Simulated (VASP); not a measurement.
## BN (Qingsongite): relaxation of the atoms with PBE

The system is BN (Qingsongite).

```
B N
1.0
     0.00000    1.80750    1.78943
     1.80750    0.00000    1.78943
     1.80750    1.80750    0.00000
B N
1 1
Direct
  0.00000 0.00000 0.00000
  0.25000 0.25000 0.25000
```

This cell differs from its parent crystal: z stretched by -1 %.

```
Program                : VASP 6.6.1
Task                   : relaxation of the atoms
Functional             : PBE
Potentials or basis    : VASP PAW PBE potentials, release 64 (B, N)
Cutoff                 : 520 eV
k mesh                 : 14 × 14 × 14
Occupations            : fermi-dirac, width 0.02 eV
Spin                   : no spin polarisation
Dipole correction      : no
Further INCAR settings : ALGO = Normal; EDIFF = 1e-06; IBRION = 2; EDIFFG = -0.02; NSW = 80
```

| Quantity | Value |
| --- | --- |
| Pressure after relaxing | 7.2 GPa |
| Band gap on the k mesh | 4.29 eV, indirect (least direct gap 8.76 eV) |

Stress tensor (GPa, compression positive):
```
 5.19  0.00  0.00
 0.00  5.19  0.00
 0.00  0.00 11.35
```

Final structure:
```xyz
2
Lattice="0.0000 1.8075 1.7894 1.8075 0.0000 1.7894 1.8075 1.8075 0.0000" Properties=species:S:1:pos:R:3 pbc="T T T"
B     0.0000    0.0000    0.0000
N     0.9038    0.9038    0.8947
```

Levels at points of the mesh, in eV from the valence-band top:
```
           k point  band 1  band 2  band 3  band 4  band 5  band 6  band 7  band 8
(0.00, 0.00, 0.00)  -20.41   -0.10   -0.10    0.00    8.76    8.83    8.83   10.45
(0.50, 0.00, 0.00)  -16.15  -10.85   -2.10   -1.95   10.16   10.64   10.81   15.30
(0.50, 0.50, 0.00)  -14.69   -8.95   -5.11   -5.11    4.29    9.06   18.02   18.02
(0.50, 0.00, 0.50)  -14.80   -9.10   -4.97   -4.97    4.46    9.30   17.92   18.07
```

Wall time 13 s on 1 thread of Intel(R) Xeon(R) Platinum 8488C (Sapphire Rapids), with other jobs on the host, peak memory 0.14 GiB.

Caveat: the cell differs from its parent crystal (z stretched by -1 %); the relaxation stopped at its first step, so nothing moved. A k mesh can miss the band edges.
